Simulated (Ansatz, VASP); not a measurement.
**CO2 in VASP and in Ansatz**

Contents of INCAR:

```
PREC = Accurate
ENCUT = 520
EDIFF = 1E-8
ISMEAR = -1
SIGMA = 0.05
LREAL = False
LASPH = True
NELM = 80
ALGO = Normal
ISIF = 2
LWAVE = False
LCHARG = False
GGA = PE
LEFG = True
NBANDS = 44
```

Contents of KPOINTS:

```
regular mesh
0
Gamma
  4 4 4
```

Contents of POSCAR:

```
CO2
1.0
    5.4970732800      0.0000000000      0.0000000000
    0.0000000000      5.4970732800      0.0000000000
    0.0000000000      0.0000000000      5.4970732800
C O
4 8
Direct
    0.0000000000      0.0000000000      0.0000000000
    0.5000000000      0.0000000000      0.5000000000
    0.5000000000      0.5000000000      0.0000000000
    0.0000000000      0.5000000000      0.5000000000
    0.1225369800      0.1225369800      0.1225369800
    0.3774630200      0.8774630200      0.6225369800
    0.6225369800      0.3774630200      0.8774630200
    0.8774630200      0.6225369800      0.3774630200
    0.8774630200      0.8774630200      0.8774630200
    0.6225369800      0.1225369800      0.3774630200
    0.3774630200      0.6225369800      0.1225369800
    0.1225369800      0.3774630200      0.6225369800
```

Input for Ansatz:

```yaml
crystal:
  lattice:
    - [5.49707328, 0.0, 0.0]
    - [0.0, 5.49707328, 0.0]
    - [0.0, 0.0, 5.49707328]
  atoms:
    - { symbol: C, position: [0.0, 0.0, 0.0] }
    - { symbol: C, position: [0.5, 0.0, 0.5] }
    - { symbol: C, position: [0.5, 0.5, 0.0] }
    - { symbol: C, position: [0.0, 0.5, 0.5] }
    - { symbol: O, position: [0.12253698, 0.12253698, 0.12253698] }
    - { symbol: O, position: [0.37746302, 0.87746302, 0.62253698] }
    - { symbol: O, position: [0.62253698, 0.37746302, 0.87746302] }
    - { symbol: O, position: [0.87746302, 0.62253698, 0.37746302] }
    - { symbol: O, position: [0.87746302, 0.87746302, 0.87746302] }
    - { symbol: O, position: [0.62253698, 0.12253698, 0.37746302] }
    - { symbol: O, position: [0.37746302, 0.62253698, 0.12253698] }
    - { symbol: O, position: [0.12253698, 0.37746302, 0.62253698] }
kpoints:
  mp_grid: { grid: [4, 4, 4] }
scf:
  occupations: { method: fermi_dirac, width: 0.05 }
  algorithm: density_mixing
hamiltonian:
  xc: pbe
  pseudopotentials: { kind: paw }
output:
  forces: true
  stress: true
  populations: true
  efg: { quadrupole_moments_barn: { O: -0.02558 }, contact_densities: true }
  write_density: true
  write_potential: true
  elf: true
  volumetric_format: npy
basis:
  ecutwfc: "800 eV"
```

Alike in both runs: task electric field gradients; functional PBE; k mesh 4 × 4 × 4; occupations fermi-dirac, width 0.05 eV; no spin polarisation.

```csv
,VASP,Ansatz
version,VASP 6.6.1,Ansatz 0.2.0
potentials or method,"VASP PAW PBE potentials, release 64 (C, O), cutoff 520 eV","plane-wave PAW, scalar-relativistic"
valence electrons in the cell,64,64
```

VASP gave:

| Property | Result |
| --- | --- |
| gap on the k mesh at the Fermi level (eV) | 6.85 |
| pressure (GPa) | 4.1 |
| rms of the force components (eV/Å) | 0.354 |
| size of Vzz on the site where it differs most (V/Å²) | 50.2 |

**Question.** Estimate Ansatz's values.

**Answer.** gap on the k mesh at the Fermi level (eV): 6.88; pressure (GPa): 2.5; rms of the force components (eV/Å): 0.043; size of Vzz on the site where it differs most (V/Å²): 29.9.

Atom by atom the forces differ by 0.311 eV/Å (rms over components). One of these differences is far larger than is usual between the two programs; its cause wasn't traced.

Noted on VASP's run: the standard files for N, O and F lose accuracy on very short bonds.
